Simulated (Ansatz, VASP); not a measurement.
One calculation of P, two programs

```
P
1.0
     2.44634    0.00000    0.00000
     0.00000    2.44634    0.00000
     0.00000    0.00000    2.44634
P
1
Direct
  0.00000 0.00000 0.00000
```

Alike in both runs: task single point; functional PBE; k mesh 4 × 4 × 4; occupations fermi-dirac, width 0.03 eV; no spin polarisation.

|  | VASP | Ansatz |
| --- | --- | --- |
| version | VASP 6.6.1 | Ansatz 0.2.0 |
| potentials or method | VASP PAW PBE potentials, release 64 (P), cutoff 500 eV | all-electron LAPW, scalar-relativistic |

|  | VASP | Ansatz | Ansatz less VASP |
| --- | --- | --- | --- |
| pressure (GPa) | -0.2 | 0.1 | +0.31 |

Ansatz ran all-electron here, and VASP with PAW potentials.

The k mesh is coarse, so the values compare programs but aren't converged.
